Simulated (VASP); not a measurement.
Input of a VASP 6.6.1 run:

Contents of INCAR:

```
SYSTEM = Ga
  PREC = Accurate
  ENCUT = 520
  EDIFF = 1E-6
  ISMEAR = -1
  SIGMA = 0.1
  LREAL = .False.
  LASPH = .True.
  NELM = 80
  ALGO = Normal
  ISIF = 2
  LWAVE = .False.
  LCHARG = .False.
  GGA = PE
  NBANDS = 20
```

KPOINTS

```
regular mesh
0
Gamma
  14 14 8
  0 0 0
```

Contents of POSCAR:

```
Ga
1.0
    2.5925730197      0.0000000000      0.0000000000
   -1.2962865098      2.2452340962      0.0000000000
    0.0000000000      0.0000000000      4.4650422263
Ga
2
Direct
    0.3333333333      0.6666666667      0.2500000000
    0.6666666667      0.3333333333      0.7500000000
```

Potentials or basis: VASP PAW PBE potentials, release 64 (Ga_d).

Command:

```bash
$ cat potpaw_PBE.64/Ga_d/POTCAR > POTCAR
$ mpirun -np 1 vasp_std > vasp.out
```

Predict the pressure.

47.1 GPa.

What does it give for the band gap on the k mesh?

Zero (band 13 reaches 14.83 eV, above the bottom of band 14 at 6.08 eV).

Stress tensor (GPa, compression positive):
```
47.20  0.00  0.00
 0.00 47.20  0.00
 0.00  0.00 46.79
```
